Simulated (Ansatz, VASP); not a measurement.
## HfO2: VASP beside Ansatz

```
Hf O
1.0
     3.69441    0.00000    0.00000
     0.00000    3.69441    0.00000
     0.00000    0.00000    5.52717
Hf O
2 4
Direct
  0.50000 0.50000 0.50000
  0.00000 0.00000 0.00000
  0.00000 0.50000 0.69325
  0.50000 0.00000 0.80675
  0.50000 0.00000 0.30675
  0.00000 0.50000 0.19325
```

Change from the starting cell: strain +0.025 along x and y, +0.050 along z, atoms carried along.

Alike in both runs: task single point; functional PBE; k mesh 6 × 6 × 4; occupations gaussian, width 0.05 eV; no spin polarisation.

|  | VASP | Ansatz |
| --- | --- | --- |
| version | VASP 6.6.1 | Ansatz 0.2.0 |
| potentials or method | VASP PAW PBE potentials, release 64 (Hf_pv, O), cutoff 520 eV | scalar-relativistic, plane waves, PAW |
| valence electrons in the cell | 44 | 76 |

|  | VASP | Ansatz | Ansatz less VASP |
| --- | --- | --- | --- |
| gap on the k mesh at the Fermi level (eV) | 4.21 | 4.24 | +0.036 |
| least direct gap on the mesh (eV) | 4.25 | 4.29 | +0.033 |
| pressure (GPa) | -20.9 | -18.4 | +2.49 |
| traceless stress, the component that is largest in VASP (GPa) | -2.46 | -2.55 | -0.089 |
| rms of the force components (eV/Å) | 0.310 | 0.283 | -0.0270 |

Atom by atom the forces differ by 0.027 eV/Å (rms over components). VASP's potentials hold 44 valence electrons a cell and Ansatz's 76, so a difference there can come from the potentials and not from the codes.

Neither program's run includes spin-orbit coupling.
